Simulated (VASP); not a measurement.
Write the native input for VASP 6.6.1 that does the following.

- Task: single point
- Functional: PBE
- Potentials or basis: VASP PAW PBE potentials, release 64 (Ta_pv, Si)
- Cutoff: 520 eV
- k mesh: 3 × 3 × 3
- Occupations: gaussian, width 0.1 eV
- Spin: no spin polarisation
- Dipole correction: no
- Further INCAR settings: ALGO = Normal; EDIFF = 1e-07; NBANDS = 38; ISYM = 0

The structure of TaSi2 lies in POSCAR:

```
TaSi2
1.0
    5.0095201927     -0.0757841387      0.5925180065
   -0.0496700372      5.8579582122      0.0521828126
    0.5556134583      0.0863512343      5.0144090337
Ta Si
3 6
Direct
    0.8595044283      0.3116563361      0.5287152802
   -0.0190961677      0.0123017762      0.0120546337
    0.3765440248      0.0121068500      0.4081036970
    0.6300471135      0.3397228212      0.0727265430
    0.3263107549      0.5707239296      0.3717829372
    0.5003592708      0.9397636903     -0.1111720039
    0.8684858961      0.8235486750      0.5203915790
    1.0156390366      0.5706172723      1.0611286162
    0.3153164081      0.3398608536      0.7579501976
```

The input as run:

INCAR

```
SYSTEM = TaSi2
PREC = Accurate
ENCUT = 520
EDIFF = 1E-7
ISMEAR = 0
SIGMA = 0.1
LREAL = .False.
LASPH = .True.
NELM = 60
ALGO = Normal
ISIF = 2
LWAVE = .False.
LCHARG = .False.
GGA = PE
NBANDS = 38
ISYM = 0
```

KPOINTS

```
regular mesh
0
Gamma
  3 3 3
  0 0 0
```

Potentials or basis: VASP PAW PBE potentials, release 64 (Ta_pv, Si).

Launch:

```bash
$ cat potpaw_PBE.64/Ta_pv/POTCAR potpaw_PBE.64/Si/POTCAR > POTCAR
$ mpirun -np 1 vasp_std > vasp.out
```

Results of the run:

```json
{"Pressure": "0.1 GPa", "Largest force": "0.027 eV/Å"}
```

Caveat: the k points lie up to 0.43 Å⁻¹ apart.

It took 75 s on 1 thread of Intel(R) Xeon(R) Platinum 8488C (Sapphire Rapids), on a shared host, peak memory 0.28 GiB.
